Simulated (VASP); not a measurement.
# Al9H in VASP: a series of runs

Al9H is run at these levels: PBE; tasks: single point.

Everything below comes from runs of VASP 6.6.1. Logs are shortened: lines on timing, memory, paths and dates and some standing lists are left out, and cuts for length are marked.

## (1) The cell of the first run

The cell holds a slab with vacuum, 10 atoms: a = 2.854 Å, b = 9.808 Å, c = 21.790 Å, α = 90.00°, β = 90.00°, γ = 98.37°.

## (2) Single point, PBE

INCAR

```
PREC = Accurate
ENCUT = 520
EDIFF = 1E-7
ISMEAR = 0
SIGMA = 0.1
LREAL = F
LASPH = T
NELM = 100
ALGO = Normal
ISIF = 2
LWAVE = F
LCHARG = F
LDIPOL = T
IDIPOL = 3
DIPOL = 0.5 0.5 0.313
GGA = PE
NBANDS = 25
```

KPOINTS

```
Automatic mesh
0
Gamma
  9 3 1
```

POSCAR

```
Al9H
1.0
    2.8543223330      0.0000000000      0.0000000000
   -1.4271611665      9.7033329366      0.0000000000
    0.0000000000      0.0000000000     21.7902708969
Al H
9 1
Direct
    0.5324485604      0.0648971207      0.1835681630
    0.6709687938      0.3419375876      0.2292758741
    0.2986728405      0.5973456810      0.2384174163
    0.9263768872      0.8527537744      0.2475589585
    0.0639738222      0.1277383808      0.2937147080
    0.1995905480      0.4042696935      0.3452583266
    0.8288544886      0.6597110299      0.3524478004
    0.4526361687      0.9111292155      0.3607640453
    0.5925232094      0.1814597089      0.4034034702
    1.0925232094      0.6814597089      0.4800431783
```

Potentials or basis: VASP PAW PBE potentials, release 64 (Al, H).

Started as:

```
> cat potpaw_PBE.64/Al/POTCAR potpaw_PBE.64/H/POTCAR > POTCAR
> mpirun -np 1 vasp_std > vasp.out
```

OUTCAR:

```text
PREC = Accurate
   ENCUT = 520
   EDIFF = 1E-7
   ISMEAR = 0
   LREAL = F
   LASPH = T
   NELM = 100
   ISIF = 2
   GGA = PE

 ion  position               nearest neighbor table
   1  0.532  0.065  0.184-   5 2.86   5 2.86   2 2.87   4 2.87   4 2.87
   2  0.671  0.342  0.229-   1 2.87   3 2.87   3 2.87   5 2.89   5 2.89   6 2.96   6 2.97
   3  0.299  0.597  0.238-   4 2.87   4 2.87   2 2.87   2 2.87   7 2.93   7 2.93   6 2.99
   4  0.926  0.853  0.248-   5 2.85   3 2.87   3 2.87   1 2.87   1 2.87   8 2.90   8 2.91   7 2.96

   5  0.064  0.128  0.294-   9 2.83   9 2.83   4 2.85   1 2.86   1 2.86   2 2.89   2 2.89   6 2.91
                             8 2.93   8 2.93
   6  0.200  0.404  0.345-   7 2.86   7 2.87   9 2.88   9 2.89   5 2.91   2 2.96   2 2.97   3 2.99

   7  0.829  0.660  0.352-   8 2.83   8 2.83   6 2.86   6 2.87   3 2.93   3 2.93   4 2.96
   8  0.453  0.911  0.361-   9 2.78   7 2.83   7 2.83   4 2.90   4 2.91   5 2.93   5 2.93
   9  0.593  0.181  0.403-   8 2.78   5 2.83   5 2.83   6 2.88   6 2.89
  10  0.093  0.681  0.480-

  LATTYP: Found a base centered orthorhombic cell.
 ALAT       =     2.8543223330
 B/A-ratio  =     6.7990449603
 C/A-ratio  =     7.6341311018

  Lattice vectors:

 A1 = (   1.4271611665,  -9.7033329366,   0.0000000000)
 A2 = (   1.4271611665,   9.7033329366,   0.0000000000)
 A3 = (   0.0000000000,   0.0000000000,  21.7902708969)

Analysis of symmetry for initial positions (statically):
=====================================================================
 Subroutine PRICEL returns:
 Original cell was already a primitive cell.

 Routine SETGRP: Setting up the symmetry group for a
 base centered orthorhombic supercell.

 Subroutine GETGRP returns: Found  1 space group operations
 (whereof  1 operations were pure point group operations)
 out of a pool of  8 trial point group operations.

The static configuration has the point symmetry C_1 .

Analysis of symmetry for dynamics (positions and initial velocities):
=====================================================================
 Subroutine PRICEL returns:
 Original cell was already a primitive cell.

 Routine SETGRP: Setting up the symmetry group for a
 base centered orthorhombic supercell.

 Subroutine GETGRP returns: Found  1 space group operations
 (whereof  1 operations were pure point group operations)
 out of a pool of  8 trial point group operations.

The dynamic configuration has the point symmetry C_1 .

 Subroutine INISYM returns: Found  1 space group operations
 (whereof  1 operations are pure point group operations),
 and found     1 'primitive' translations

----------------------------------------------------------------------------------------

                                     Primitive cell

  volume of cell :     603.5129

  direct lattice vectors                    reciprocal lattice vectors
     2.854322333  0.000000000  0.000000000     0.350345856  0.051528686  0.000000000
    -1.427161166  9.703332937  0.000000000     0.000000000  0.103057373  0.000000000
     0.000000000  0.000000000 21.790270897     0.000000000  0.000000000  0.045892041

  length of vectors
     2.854322333  9.807724460 21.790270897     0.354114987  0.103057373  0.045892041

  position of ions in fractional coordinates (direct lattice)
     0.532448560  0.064897121  0.183568163
     0.670968794  0.341937588  0.229275874
     0.298672840  0.597345681  0.238417416
     0.926376887  0.852753774  0.247558959
     0.063973822  0.127738381  0.293714708
     0.199590548  0.404269693  0.345258327
     0.828854489  0.659711030  0.352447800
     0.452636169  0.911129215  0.360764045
     0.592523209  0.181459709  0.403403470
     0.092523209  0.681459709  0.480043178

  ion indices of the primitive-cell ions
   primitive index   ion index
                 1           1
                 2           2
                 3           3
                 4           4
                 5           5
                 6           6
                 7           7
                 8           8
                 9           9
[... 40 lines left out ...]
 -----------------------------------------------------------------------------

 WARNING: IBZKPT: internal override: KBLOWUP is changed to .FALSE.
      ... skipping the blow-up phase ...

 Subroutine IBZKPT returns following result:
 ===========================================

 Found     14 irreducible k-points:

 Following reciprocal coordinates:
            Coordinates               Weight
  0.000000  0.000000  0.000000      1.000000
  0.111111  0.000000  0.000000      2.000000
  0.222222  0.000000  0.000000      2.000000
  0.333333 -0.000000  0.000000      2.000000
  0.444444  0.000000  0.000000      2.000000
  0.000000  0.333333  0.000000      2.000000
  0.111111  0.333333  0.000000      2.000000
  0.222222  0.333333  0.000000      2.000000
  0.333333  0.333333  0.000000      2.000000
  0.444444  0.333333  0.000000      2.000000
 -0.444444  0.333333  0.000000      2.000000
 -0.333333  0.333333  0.000000      2.000000
 -0.222222  0.333333  0.000000      2.000000
 -0.111111  0.333333  0.000000      2.000000
   k-points           NKPTS =     14   k-points in BZ     NKDIM =     14   number of bands    NBANDS=     25
   number of dos      NEDOS =    301   number of ions     NIONS =     10
   total plane-waves  NPLWV = 311040
   dimension x,y,z NGX =    24 NGY =   80 NGZ =  162
   dimension x,y,z NGXF=    48 NGYF=  160 NGZF=  324
   ions per type =               9   1
   NGX,Y,Z   is equivalent  to a cutoff of  13.98, 13.56, 12.36 a.u.
   NGXF,Y,Z  is equivalent  to a cutoff of  27.96, 27.12, 24.72 a.u.
 SYSTEM =  unknown system
   PREC   = accura    normal or accurate (medium, high low for compatibility)
   ISTART =      0    job   : 0-new  1-cont  2-samecut
   ICHARG =      2    charge: 1-file 2-atom 10-const
   ISPIN  =      1    spin polarized calculation?
   LNONCOLLINEAR =      F non collinear calculations
   LSORBIT =      F    spin-orbit coupling
   LASPH  =      T    aspherical Exc in radial PAW
   ENCUT  =  520.0 eV  38.22 Ry    6.18 a.u.   5.31 18.24 40.52*2*pi/ulx,y,z
   NELM   =    100;   NELMIN=  2; NELMDL= -5     # of ELM steps
   EDIFF  = 0.1E-06   stopping-criterion for ELM
   LREAL  =      F    real-space projection
   EDIFFG = 0.1E-05   stopping-criterion for IOM
   NSW    =      0    number of steps for IOM
   IBRION =     -1    ionic relax: 0-MD 1-quasi-New 2-CG
   NFREE  =      0    steps in history (QN), initial steepest desc. (CG)
   ISIF   =      2    stress and relaxation
   ISYM   =      2    0-nonsym 1-usesym 2-fastsym
   POTIM  = 0.5000    time-step for ionic-motion
   TEBEG  =    0.0;   TEEND  =   0.0 temperature during run
   PSTRESS=    0.0 pullay stress
   NELECT =      28.0000    total number of electrons
   NUPDOWN=      -1.0000    fix difference up-down
   EMIN   =  10.00;   EMAX   =-10.00  energy-range for DOS
   EFERMI =   0.00;   METHOD = LEGACY
   ISMEAR =     0;   SIGMA  =   0.10  broadening in eV -4-tet -1-fermi 0-gaus
   EFERMI_NEDOS =   21; number of points for ismear=-14 and -15
   IALGO  =     38    algorithm
   IMIX   =      4    mixing-type and parameters
     AMIX     =   0.40;   BMIX     =  1.00
     AMIX_MAG =   1.60;   BMIX_MAG =  1.00
  volume/ion in A,a.u.               =      60.35       407.27
  Fermi-wavevector in a.u.,A,eV,Ry     =   0.588255  1.111640  4.708207  0.346043
  Thomas-Fermi vector in A             =   1.635447
   LORBIT       =      0    0 simple, 1 ext, 2 COOP (PROOUT), +10 PAW based schemes
   GGA     = PE    functional components
   LHFCALC =     F    Hartree Fock is set to
   AEXX    =    0.0000 exact exchange contribution
   IVDW    =     0    specifies the selected vdW correction
   LEPSILON=     F    determine dielectric tensor
   LRPA    =     F    only Hartree local field effects (RPA)
 non-spin polarized calculation
 Gauss-broadening in eV      SIGMA  =   0.10
  energy-cutoff  :      520.00
  volume of cell :      603.51
 maximum number of plane-waves:     16329
 NGX is ok and might be reduce to    24
   NGX = 11   NGY = 37   NGZ = 81

 dipolmoment           0.000000      0.000000     -0.083257 electrons x Angstroem

 number of electron      28.0000000 magnetization

 dipolmoment           0.000000      0.000000      0.173982 electrons x Angstroem

 Free energy of the ion-electron system (eV)
  ---------------------------------------------------
  ext. energy  EPLUGINS =         0.00000000
  ---------------------------------------------------
  free energy    TOTEN  =       -31.80935760 eV

  energy without entropy =      -31.78612313  energy(sigma->0) =      -31.79774037

 E-fermi :  -1.5324     XC(G=0):  -3.6073

 val. band max:       -1.5568558743   @ k =   0.4444   0.0000   0.0000
 cond. band min:      -1.5147730709   @ k =   0.2222   0.0000   0.0000
 fundamental gap:      0.0420828035
 Fermi energy:        -1.5324348229

 k-point     1 :       0.0000    0.0000    0.0000
  band No.  band energies     occupation
      1     -11.5538      2.00000
      2     -10.0205      2.00000
      3      -9.8902      2.00000
      4      -9.2611      2.00000
      5      -7.4231      2.00000
      6      -7.3910      2.00000
[... 381 lines left out ...]
     24       2.9010      0.00000
     25       3.0339      0.00000

------------------------ aborting loop because EDIFF is reached ----------------------------------------

 vacuum level on the upper side and lower side of the slab       (xc-potential included)         0.489        -0.616

  FORCE on cell =-STRESS in cart. coord.  units (eV):
  Direction    XX          YY          ZZ          XY          YZ          ZX
  --------------------------------------------------------------------------------------
  -------------------------------------------------------------------------------------
  Total       -8.0885368     -5.6265782     -1.5668305      1.1277016     -0.6190406     -0.4238450
  in kB      -21.4730616    -14.9371713     -4.1595467      2.9937683     -1.6433995     -1.1252034
  external PRESSURE =     -13.5232599 kB  Pullay stress =       0.0000000 kB

 VOLUME and BASIS-vectors are now :
 -----------------------------------------------------------------------------
  energy-cutoff  :      520.00
  volume of cell :      603.51
      direct lattice vectors                 reciprocal lattice vectors
     2.854322333  0.000000000  0.000000000     0.350345856  0.051528686  0.000000000
    -1.427161166  9.703332937  0.000000000     0.000000000  0.103057373  0.000000000
     0.000000000  0.000000000 21.790270897     0.000000000  0.000000000  0.045892041

 POSITION                                       TOTAL-FORCE (eV/Angst)
 -----------------------------------------------------------------------------------
      1.42716      0.62972      4.00000         0.027658      0.166636     -0.009406
      1.42716      3.31793      4.99598         0.001354      0.113229     -0.019443
     -0.00000      5.79624      5.19518        -0.002555     -0.085139     -0.043490
      1.42716      8.27455      5.39438        -0.008539     -0.087834     -0.177674
      0.00030      1.23949      6.40012        -0.008824      0.012068     -0.016739
     -0.00726      3.92276      7.52327         0.022715      0.045886      0.012558
      1.42430      6.40140      7.67993         0.113415     -0.101573      0.860311
     -0.00836      8.84099      7.86115        -0.014321     -0.030658      0.152476
      1.43228      1.76076      8.79027        -0.008759     -0.003385      0.057750
     -0.70846      6.61243     10.46027        -0.122143     -0.029232     -0.816342
 -----------------------------------------------------------------------------------
    total drift:                                0.000115      0.000021      0.000006

  FREE ENERGIE OF THE ION-ELECTRON SYSTEM (eV)
  ---------------------------------------------------
  free  energy   TOTEN  =       -31.8093575997 eV

  energy  without entropy=      -31.7861231341  energy(sigma->0) =      -31.79774037

 vacuum level on the upper side and lower side of the slab         3.789         2.657
```

Run time: 7.7 min. Hardware: 1 thread of Intel Xeon 6975P-C (Granite Rapids), shared host; peak memory 0.68 GiB.

What came out:

- Free energy: -31.8094 eV
- Largest force: 0.874 eV/Å
- Band gap on the k mesh: zero (bands 14 and 15 overlap by 0.95 eV)

Forces in eV/Å, atoms in the order of the input:
```
Al   0.028  0.167 -0.009
Al   0.001  0.113 -0.019
Al  -0.003 -0.085 -0.043
Al  -0.009 -0.088 -0.178
Al  -0.009  0.012 -0.017
Al   0.023  0.046  0.013
Al   0.113 -0.102  0.860
Al  -0.014 -0.031  0.152
Al  -0.009 -0.003  0.058
H   -0.122 -0.029 -0.816
```

Levels at points of the mesh, in eV from the Fermi level:
| k point | band 12 | band 13 | band 14 | band 15 | band 16 | band 17 |
| --- | --- | --- | --- | --- | --- | --- |
| (0.00, 0.00, 0.00) | -1.60 | -1.40 | -1.02 | -0.63 | 1.04 | 2.00 |

## (3) Single point, PBE

INCAR

```
ALGO = Normal
DIPOL = 0.5 0.5 0.318
EDIFF = 1E-6
ENCUT = 520
GGA = PE
IDIPOL = 3
ISIF = 2
ISMEAR = 0
LASPH = True
LCHARG = True
LDIPOL = True
LELF = True
LREAL = False
LVACPOTAV = True
LVHAR = True
LWAVE = False
NBANDS = 25
NELM = 100
PREC = Accurate
SIGMA = 0.1
```

KPOINTS

```
k-points
0
Gamma
  9 3 1
```

Edit POSCAR of step 2 so:

```diff
@@ -17,2 +17,2 @@
     0.5925232094      0.1814597089      0.4034034702
-    1.0925232094      0.6814597089      0.4800431783
+    1.0925232094      0.6814597089      0.5213460150
```

Potentials or basis: VASP PAW PBE potentials, release 64 (Al, H).

Started as:

```
> cat potpaw_PBE.64/Al/POTCAR potpaw_PBE.64/H/POTCAR > POTCAR
> mpirun -np 1 vasp_std > vasp.out
```

Wall time 9.5 min (1 thread of Intel Xeon 6975P-C (Granite Rapids), shared host); peak memory 0.72 GiB.

The run converged. Its results:

- Free energy: -31.4195 eV
- Largest force: 0.275 eV/Å
- Band gap on the k mesh: zero (bands 14 and 15 overlap by 1.14 eV)

Forces on the atoms (eV/Å):
```
Al   0.013  0.181  0.066
Al   0.002  0.096 -0.018
Al  -0.008 -0.006 -0.035
Al  -0.003 -0.185 -0.203
Al  -0.006  0.015 -0.033
Al   0.013  0.113  0.049
Al   0.013 -0.105  0.219
Al  -0.002 -0.070  0.133
Al  -0.012 -0.032  0.010
H   -0.010 -0.007 -0.190
```

Levels at points of the mesh, in eV from the Fermi level:
```tsv
k point	band 11	band 12	band 13	band 14	band 15	band 16	band 17	band 18
(0.00, 0.00, 0.00)	-1.91	-1.60	-1.41	-1.05	-0.87	1.01	1.97	2.31
```

(Continued in part 2 of 2.)

The gap in the log of VASP goes by the Fermi energy; the results here count the filled bands.